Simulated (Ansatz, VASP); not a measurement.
# Two plane-wave programs on Ti

The input INCAR:

```
SYSTEM = Ti
PREC = Accurate
ENCUT = 520
EDIFF = 1E-8
ISMEAR = -1
SIGMA = 0.05
LREAL = .FALSE.
LASPH = .TRUE.
NELM = 100
ALGO = Normal
ISIF = 2
LWAVE = .FALSE.
LCHARG = .FALSE.
LEFG = .TRUE.
NBANDS = 12
```

File KPOINTS:

```
Automatic mesh
0
G
  14 14 14
  0 0 0
```

The input POSCAR:

```
Ti
1.0
    0.0000000000      2.0567135898      2.0567135898
    2.0567135898      0.0000000000      2.0567135898
    2.0567135898      2.0567135898      0.0000000000
Ti
1
Direct
    0.0000000000      0.0000000000      0.0000000000
```

Input for Ansatz:

```yaml
crystal:
  lattice:
    - [0.0, 2.0567135898, 2.0567135898]
    - [2.0567135898, 0.0, 2.0567135898]
    - [2.0567135898, 2.0567135898, 0.0]
  atoms:
    - { symbol: Ti, position: [0.0, 0.0, 0.0] }
kpoints:
  mp_grid: { grid: [14, 14, 14] }
scf:
  occupations: { method: fermi_dirac, width: 0.05 }
hamiltonian:
  xc: lda
  pseudopotentials: { kind: paw }
output:
  forces: true
  stress: true
  eigenvalues: true
  efg: { contact_densities: true }
```

Change from the starting cell: volume scaled by 1.04, PAW files.

Alike in both runs: task electric field gradients; functional LDA; k mesh 14 × 14 × 14; occupations fermi-dirac, width 0.05 eV; no spin polarisation.

```csv
,VASP,Ansatz
version,VASP 6.6.1,Ansatz 0.2.0
potentials or method,"VASP PAW LDA potentials, release 64 (Ti_sv)","PAW with Ansatz's default frozen-core files, scalar-relativistic"
plane-wave cutoff (eV),520,420
valence electrons in the cell,12,12
```

Ansatz gave:

- pressure (GPa): -8.7

Task: Which values does VASP return?

Result: Pressure (GPa): -8.8.

LDA's correlation is that of Perdew and Zunger in VASP and of Perdew and Wang (1992) in Ansatz.
